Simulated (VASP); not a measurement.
# MoPt (Pmma) in VASP: notebook

The runs below take MoPt through single point, relaxation of cell and atoms, with LDA.

Everything below comes from runs of VASP 6.6.1. Logs are shortened: lines on timing, memory, paths and dates and some standing lists are left out, and cuts for length are marked.

## 1. The cell of the first run

The structure is orthorhombic, space group Pmma (No. 51). The conventional cell has a = 4.432 Å, b = 2.701 Å, c = 4.887 Å, α = 90.00°, β = 90.00°, γ = 90.00°. Mo (site symmetry mm2) has 4 Mo at 2.70 to 2.74 Å and 8 Pt at 2.72 to 2.79 Å within 3.6 Å. Pt (site symmetry mm2) has 4 Pt at 2.70 to 2.74 Å and 8 Mo at 2.72 to 2.79 Å within 3.6 Å.

## 2. Single point, LDA

INCAR

```
SYSTEM = MoPt
ALGO     = Normal         ! electronic algorithm
EDIFF    = 1E-6           ! SCF threshold, eV
ENCUT    = 520            ! plane-wave cutoff, eV
ISIF     = 2              ! what is computed and relaxed
ISMEAR   = -1             ! smearing method
LASPH    = .True.         ! aspherical terms in the spheres
LCHARG   = .False.        ! write CHGCAR
LREAL    = .False.        ! projectors in reciprocal space
LWAVE    = .False.        ! write WAVECAR
NBANDS   = 32             ! bands
NELM     = 60             ! most SCF steps
PREC     = Accurate       ! precision mode
SIGMA    = 0.05           ! smearing width, eV
```

KPOINTS

```
k-points
0
Gamma
  6 9 5
  0 0 0
```

POSCAR

```
MoPt
1.0
    4.4320074905      0.0000000000      0.0000000000
    0.0000000000      2.7005262547      0.0000000000
    0.0000000000      0.0000000000      4.8874168458
Mo Pt
2 2
Direct
    0.2500000000      0.0000000000      0.1649486052
    0.7500000000      0.0000000000      0.8350513948
    0.2500000000      0.5000000000      0.6650037141
    0.7500000000      0.5000000000      0.3349962859
```

Potentials or basis: VASP PAW LDA potentials, release 64 (Mo_sv, Pt).

Run with:

```bash
> cat potpaw_LDA.64/Mo_sv/POTCAR potpaw_LDA.64/Pt/POTCAR > POTCAR
> mpirun -np 1 vasp_std > vasp.out
```

OUTCAR:

```text
SYSTEM = MoPt
   EDIFF = 1E-6
   ENCUT = 520
   ISIF = 2
   ISMEAR = -1
   LASPH = .True.
   LREAL = .False.
   NELM = 60
   PREC = Accurate

 ion  position               nearest neighbor table
   1  0.250  0.000  0.165-   4 2.72   4 2.72   4 2.72   4 2.72   2 2.74   2 2.74   3 2.79   3 2.79
                             3 2.79   3 2.79
   2  0.750  0.000  0.835-   3 2.72   3 2.72   3 2.72   3 2.72   1 2.74   1 2.74   4 2.79   4 2.79
                             4 2.79   4 2.79
   3  0.250  0.500  0.665-   2 2.72   2 2.72   2 2.72   2 2.72   4 2.74   4 2.74   1 2.79   1 2.79
                             1 2.79   1 2.79
   4  0.750  0.500  0.335-   1 2.72   1 2.72   1 2.72   1 2.72   3 2.74   3 2.74   2 2.79   2 2.79
                             2 2.79   2 2.79

  LATTYP: Found a simple orthorhombic cell.
 ALAT       =     2.7005262547
 B/A-ratio  =     1.6411643778
 C/A-ratio  =     1.8098016404

  Lattice vectors:

 A1 = (   0.0000000000,  -2.7005262547,   0.0000000000)
 A2 = (   4.4320074905,   0.0000000000,   0.0000000000)
 A3 = (   0.0000000000,   0.0000000000,   4.8874168458)

Analysis of symmetry for initial positions (statically):
=====================================================================
 Subroutine PRICEL returns:
 Original cell was already a primitive cell.

 Routine SETGRP: Setting up the symmetry group for a
 simple orthorhombic supercell.

 Subroutine GETGRP returns: Found  8 space group operations
 (whereof  4 operations were pure point group operations)
 out of a pool of  8 trial point group operations.

The static configuration has the point symmetry C_2h.
 The point group associated with its full space group is D_2h.

Analysis of symmetry for dynamics (positions and initial velocities):
=====================================================================
 Subroutine PRICEL returns:
 Original cell was already a primitive cell.

 Routine SETGRP: Setting up the symmetry group for a
 simple orthorhombic supercell.

 Subroutine GETGRP returns: Found  8 space group operations
 (whereof  4 operations were pure point group operations)
 out of a pool of  8 trial point group operations.

The dynamic configuration has the point symmetry C_2h.
 The point group associated with its full space group is D_2h.

 Subroutine INISYM returns: Found  8 space group operations
 (whereof  4 operations are pure point group operations),
 and found     1 'primitive' translations

----------------------------------------------------------------------------------------

                                     Primitive cell

  volume of cell :      58.4963

  direct lattice vectors                    reciprocal lattice vectors
     4.432007491  0.000000000  0.000000000     0.225631388  0.000000000  0.000000000
     0.000000000  2.700526255  0.000000000     0.000000000  0.370298196  0.000000000
     0.000000000  0.000000000  4.887416846     0.000000000  0.000000000  0.204607062

  length of vectors
     4.432007491  2.700526255  4.887416846     0.225631388  0.370298196  0.204607062

  position of ions in fractional coordinates (direct lattice)
     0.250000000  0.000000000  0.164948605
     0.750000000  0.000000000  0.835051395
     0.250000000  0.500000000  0.665003714
     0.750000000  0.500000000  0.334996286

  ion indices of the primitive-cell ions
   primitive index   ion index
                 1           1
                 2           2
                 3           3
                 4           4

----------------------------------------------------------------------------------------

 KPOINTS: k-points

Automatic generation of k-mesh.
 Grid dimensions read from file:
 generate k-points for:    6    9    5

 Generating k-lattice:

  Cartesian coordinates                     Fractional coordinates (reciprocal lattice)
     0.037605231  0.000000000  0.000000000     0.166666667  0.000000000  0.000000000
     0.000000000  0.041144244  0.000000000     0.000000000  0.111111111  0.000000000
     0.000000000  0.000000000  0.040921412     0.000000000  0.000000000  0.200000000

  Length of vectors
     0.037605231  0.041144244  0.040921412

  Shift w.r.t. Gamma in fractional coordinates (k-lattice)
     0.000000000  0.000000000  0.000000000

 Subroutine IBZKPT returns following result:
 ===========================================

 Found     60 irreducible k-points:

 Following reciprocal coordinates:
            Coordinates               Weight
  0.000000  0.000000  0.000000      1.000000
  0.166667  0.000000  0.000000      2.000000
  0.333333  0.000000  0.000000      2.000000
  0.500000  0.000000  0.000000      1.000000
  0.000000  0.111111  0.000000      2.000000
  0.166667  0.111111  0.000000      4.000000
[... 16 lines left out ...]
  0.333333  0.000000  0.200000      4.000000
  0.500000  0.000000  0.200000      2.000000
 [... further k-points ...]
   k-points           NKPTS =     60   k-points in BZ     NKDIM =     60   number of bands    NBANDS=     32
   number of dos      NEDOS =    301   number of ions     NIONS =      4
   total plane-waves  NPLWV =  25920
   dimension x,y,z NGX =    36 NGY =   20 NGZ =   36
   dimension x,y,z NGXF=    72 NGYF=   40 NGZF=   72
   ions per type =               2   2
   NGX,Y,Z   is equivalent  to a cutoff of  13.50, 12.31, 12.25 a.u.
   NGXF,Y,Z  is equivalent  to a cutoff of  27.01, 24.62, 24.49 a.u.
 SYSTEM =  MoPt
   PREC   = accura    normal or accurate (medium, high low for compatibility)
   ISTART =      0    job   : 0-new  1-cont  2-samecut
   ICHARG =      2    charge: 1-file 2-atom 10-const
   ISPIN  =      1    spin polarized calculation?
   LNONCOLLINEAR =      F non collinear calculations
   LSORBIT =      F    spin-orbit coupling
   LASPH  =      T    aspherical Exc in radial PAW
   ENCUT  =  520.0 eV  38.22 Ry    6.18 a.u.   8.24  5.02  9.09*2*pi/ulx,y,z
   NELM   =     60;   NELMIN=  2; NELMDL= -5     # of ELM steps
   EDIFF  = 0.1E-05   stopping-criterion for ELM
   LREAL  =      F    real-space projection
   EDIFFG = 0.1E-04   stopping-criterion for IOM
   NSW    =      0    number of steps for IOM
   IBRION =     -1    ionic relax: 0-MD 1-quasi-New 2-CG
   NFREE  =      0    steps in history (QN), initial steepest desc. (CG)
   ISIF   =      2    stress and relaxation
   ISYM   =      2    0-nonsym 1-usesym 2-fastsym
   POTIM  = 0.5000    time-step for ionic-motion
   TEBEG  =    0.0;   TEEND  =   0.0 temperature during run
   PSTRESS=    0.0 pullay stress
   NELECT =      48.0000    total number of electrons
   NUPDOWN=      -1.0000    fix difference up-down
   EMIN   =  10.00;   EMAX   =-10.00  energy-range for DOS
   EFERMI =   0.00;   METHOD = LEGACY
   ISMEAR =    -1;   SIGMA  =   0.05  broadening in eV -4-tet -1-fermi 0-gaus
   EFERMI_NEDOS =   21; number of points for ismear=-14 and -15
   IALGO  =     38    algorithm
   IMIX   =      4    mixing-type and parameters
     AMIX     =   0.40;   BMIX     =  1.00
     AMIX_MAG =   1.60;   BMIX_MAG =  1.00
  volume/ion in A,a.u.               =      14.62        98.69
  Fermi-wavevector in a.u.,A,eV,Ry     =   1.532660  2.896307 31.960720  2.349047
  Thomas-Fermi vector in A             =   2.639835
   LORBIT       =      0    0 simple, 1 ext, 2 COOP (PROOUT), +10 PAW based schemes
   GGA     = CA    functional components
   LHFCALC =     F    Hartree Fock is set to
   AEXX    =    0.0000 exact exchange contribution
   IVDW    =     0    specifies the selected vdW correction
   LEPSILON=     F    determine dielectric tensor
   LRPA    =     F    only Hartree local field effects (RPA)
 non-spin polarized calculation
  energy-cutoff  :      520.00
  volume of cell :       58.50
 maximum number of plane-waves:      1596
 NGX is ok and might be reduce to    36
   NGX = 17   NGY = 11   NGZ = 19

 number of electron      47.9999992 magnetization

 Free energy of the ion-electron system (eV)
  ---------------------------------------------------
  ext. energy  EPLUGINS =         0.00000000
  ---------------------------------------------------
  free energy    TOTEN  =       -40.75566688 eV

  energy without entropy =      -40.73152609  energy(sigma->0) =      -40.74359648

 E-fermi :  12.9763     XC(G=0): -13.9303

 val. band max:       12.9754381372   @ k =   0.1667   0.3333   0.2000
 cond. band min:      12.9776066876   @ k =   0.1667   0.3333   0.0000
 fundamental gap:      0.0021685504
 Fermi energy:        12.9762649871

 k-point     1 :       0.0000    0.0000    0.0000
  band No.  band energies     occupation
      1     -47.9231      2.00000
      2     -47.8097      2.00000
      3     -22.4537      2.00000
      4     -22.3300      2.00000
      5     -22.0632      2.00000
      6     -21.8695      2.00000
[... 24 lines left out ...]
     31      17.0459      0.00000
     32      18.1944      0.00000

 k-point     2 :       0.1667    0.0000    0.0000
  band No.  band energies     occupation
      1     -47.9153      2.00000
      2     -47.8170      2.00000
      3     -22.4592      2.00000
      4     -22.3440      2.00000
      5     -22.0385      2.00000
      6     -21.8796      2.00000
[... 24 lines left out ...]
     31      16.5639      0.00000
     32      17.9123      0.00000

 k-point     3 :       0.3333    0.0000    0.0000
  band No.  band energies     occupation
      1     -47.8941      2.00000
      2     -47.8374      2.00000
      3     -22.4574      2.00000
      4     -22.3826      2.00000
      5     -21.9869      2.00000
      6     -21.9043      2.00000
[... 24 lines left out ...]
     31      15.7571      0.00000
     32      17.0980      0.00000

 k-point     4 :       0.5000    0.0000    0.0000
  band No.  band energies     occupation
      1     -47.8656      2.00000
      2     -47.8656      2.00000
      3     -22.4288      2.00000
      4     -22.4288      2.00000
      5     -21.9392      2.00000
      6     -21.9392      2.00000
[... 654 lines left out ...]
     31      15.7189      0.00000
     32      19.2612      0.00000

 k-point    23 :       0.3333    0.0000    0.2000
  band No.  band energies     occupation
      1     -47.8936      2.00000
      2     -47.8374      2.00000
      3     -22.4646      2.00000
      4     -22.3887      2.00000
      5     -21.9880      2.00000
      6     -21.9002      2.00000
[... 24 lines left out ...]
     31      15.6161      0.00000
     32      17.2825      0.00000

 k-point    24 :       0.5000    0.0000    0.2000
  band No.  band energies     occupation
      1     -47.8653      2.00000
      2     -47.8653      2.00000
      3     -22.4374      2.00000
      4     -22.4374      2.00000
      5     -21.9357      2.00000
      6     -21.9357      2.00000
[... 24 lines left out ...]
     31      15.6731      0.00000
     32      15.6731      0.00000

 [... further k-points ...]

------------------------ aborting loop because EDIFF is reached ----------------------------------------

  FORCE on cell =-STRESS in cart. coord.  units (eV):
  Direction    XX          YY          ZZ          XY          YZ          ZX
  --------------------------------------------------------------------------------------
  -------------------------------------------------------------------------------------
  Total        0.4141237      0.3976726      0.3901625      0.0000000      0.0000000      0.0000000
  in kB       11.3425950     10.8920077     10.6863121      0.0000000      0.0000000      0.0000000
  external PRESSURE =      10.9736383 kB  Pullay stress =       0.0000000 kB

 VOLUME and BASIS-vectors are now :
 -----------------------------------------------------------------------------
  energy-cutoff  :      520.00
  volume of cell :       58.50
      direct lattice vectors                 reciprocal lattice vectors
     4.432007491  0.000000000  0.000000000     0.225631388  0.000000000  0.000000000
     0.000000000  2.700526255  0.000000000     0.000000000  0.370298196  0.000000000
     0.000000000  0.000000000  4.887416846     0.000000000  0.000000000  0.204607062

 POSITION                                       TOTAL-FORCE (eV/Angst)
 -----------------------------------------------------------------------------------
      1.10800      0.00000      0.80617         0.000000     -0.000000      0.001608
      3.32401      0.00000      4.08124         0.000000     -0.000000     -0.001608
      1.10800      1.35026      3.25015        -0.000000      0.000000     -0.007693
      3.32401      1.35026      1.63727         0.000000     -0.000000      0.007693
 -----------------------------------------------------------------------------------
    total drift:                                0.000000     -0.000000      0.000000

  FREE ENERGIE OF THE ION-ELECTRON SYSTEM (eV)
  ---------------------------------------------------
  free  energy   TOTEN  =       -40.7556668764 eV

  energy  without entropy=      -40.7315260879  energy(sigma->0) =      -40.74359648
```

Run time: 51 s. Hardware: 1 thread of Intel Xeon Platinum 8488C (Sapphire Rapids), shared host; peak memory 0.21 GiB.

What came out:

```yaml
Free_energy: -40.7557 eV
Pressure: 1.1 GPa
Largest_force: 0.008 eV/Å
Band_gap_on_the_k_mesh: zero (band 24 reaches 13.67 eV, above the bottom of band 25 at 11.51 eV)
```

Forces on the atoms (eV/Å):
```
Mo   0.000  0.000  0.002
Mo   0.000  0.000 -0.002
Pt   0.000  0.000 -0.008
Pt   0.000  0.000  0.008
```

Levels at points of the mesh, in eV from the Fermi level:
| k point | band 20 | band 21 | band 22 | band 23 | band 24 | band 25 | band 26 | band 27 | band 28 | band 29 |
| --- | --- | --- | --- | --- | --- | --- | --- | --- | --- | --- |
| (0.00, 0.00, 0.00) | -2.42 | -2.42 | -1.85 | -1.83 | -1.42 | 0.32 | 1.59 | 1.87 | 2.12 | 2.69 |
| (0.50, 0.00, 0.00) | -2.66 | -2.29 | -2.29 | -0.27 | -0.27 | 0.49 | 0.49 | 1.55 | 1.55 | 2.62 |

Caveat: spin-orbit coupling is left out, which moves the levels of the heavy elements.

## 3. Relaxation of cell and atoms, LDA

This run uses another cell than the first one, of 15.17 Å³/atom, 1.037 times its volume.

INCAR

```
SYSTEM = MoPt
PREC     = Accurate       ! precision mode
ENCUT    = 600            ! plane-wave cutoff, eV
EDIFF    = 1E-7           ! SCF threshold, eV
ISMEAR   = -1             ! smearing method
SIGMA    = 0.05           ! smearing width, eV
LREAL    = .False.        ! projectors in reciprocal space
LASPH    = .True.         ! aspherical terms in the spheres
NELM     = 80             ! most SCF steps
ALGO     = Normal         ! electronic algorithm
ISIF     = 3              ! what is computed and relaxed
LWAVE    = .False.        ! write WAVECAR
LCHARG   = .False.        ! write CHGCAR
IBRION   = 2              ! ionic algorithm
NSW      = 80             ! ionic steps
EDIFFG   = -0.03          ! ionic threshold
```

KPOINTS

```
Automatic mesh
0
Gamma
  6 9 5
  0 0 0
```

POSCAR

```
MoPt
1.0
    4.4766149300      0.0000000000      0.0000000000
    0.0000000000      2.7337349800      0.0000000000
    0.0000000000      0.0000000000      4.9584025000
Mo Pt
2 2
Direct
    0.2500000000      0.0000000000      0.1617503700
    0.7500000000      0.0000000000      0.8382496300
    0.2500000000      0.5000000000      0.6627289500
    0.7500000000      0.5000000000      0.3372710500
```

Potentials or basis: VASP PAW LDA potentials, release 64 (Mo_sv, Pt).

Run with:

```bash
> cat potpaw_LDA.64/Mo_sv/POTCAR potpaw_LDA.64/Pt/POTCAR > POTCAR
> mpirun -np 1 vasp_std > vasp.out
```

Run time: 7.3 min. Hardware: 1 thread of Intel Xeon Platinum 8488C (Sapphire Rapids), shared host; peak memory 0.26 GiB.

The run converged. Its results:

```
Free energy                            : -40.7577 eV
Relaxed volume                         : 14.68 Å³/atom
Relaxed cell                           : a = 4.437 Å, b = 2.704 Å, c = 4.893 Å, α = 90.00°, β = 90.00°, γ = 90.00°
Space group after relaxing (to 0.05 Å) : Pmma (No. 51)
Energy gained by relaxing              : 17.0 meV/atom
Ionic steps                            : 11
Pressure after relaxing                : 0.0 GPa
Largest force after relaxing           : 0.020 eV/Å
Band gap on the k mesh                 : zero (band 24 reaches 13.60 eV, above the bottom of band 25 at 11.45 eV)
```

Forces on the atoms (eV/Å):
```
Mo   0.000  0.000 -0.009
Mo   0.000  0.000  0.009
Pt   0.000  0.000  0.020
Pt   0.000  0.000 -0.020
```

Stress tensor (GPa, compression positive):
```
 0.10  0.00  0.00
 0.00 -0.02  0.00
 0.00  0.00  0.01
```

Step by step:
| step | energy change (eV) | largest force (eV/Å) | pressure (GPa) | volume (Å³) |
| --- | --- | --- | --- | --- |
| 1 | 0.0000 | 0.2364 | -9.77 | 60.68 |
| 2 | 0.6299 | 0.0289 | 42.57 | 52.91 |
| 3 | -0.0637 | 0.2116 | -0.33 | 58.77 |
| 4 | -0.0638 | 0.2098 | 0.07 | 58.69 |
| 5 | -0.0638 | 0.2090 | 0.28 | 58.65 |
| 6 | -0.0671 | 0.0664 | 0.23 | 58.66 |
| 7 | -0.0673 | 0.0420 | 0.22 | 58.66 |
| 8 | -0.0676 | 0.0259 | -0.60 | 58.82 |
| 9 | -0.0678 | 0.0302 | -0.28 | 58.76 |
| 10 | -0.0677 | 0.0139 | 0.48 | 58.62 |
| 11 | -0.0679 | 0.0201 | 0.03 | 58.70 |

Final structure:
```xyz
4
Lattice="4.4367 0.0000 0.0000 0.0000 2.7037 0.0000 0.0000 0.0000 4.8935" Properties=species:S:1:pos:R:3 pbc="T T T"
Mo    1.1092    0.0000    0.8075
Mo    3.3275    0.0000    4.0860
Pt    1.1092    1.3519    3.2526
Pt    3.3275    1.3519    1.6408
```

Levels at points of the mesh, in eV from the Fermi level:
| k point | band 20 | band 21 | band 22 | band 23 | band 24 | band 25 | band 26 | band 27 | band 28 |
| --- | --- | --- | --- | --- | --- | --- | --- | --- | --- |
| (0.00, 0.00, 0.00) | -2.41 | -2.40 | -1.84 | -1.82 | -1.41 | 0.32 | 1.59 | 1.86 | 2.11 |
| (0.50, 0.00, 0.00) | -2.64 | -2.28 | -2.28 | -0.27 | -0.27 | 0.49 | 0.49 | 1.54 | 1.54 |

Caveat: spin-orbit coupling is left out, which moves the levels of the heavy elements.
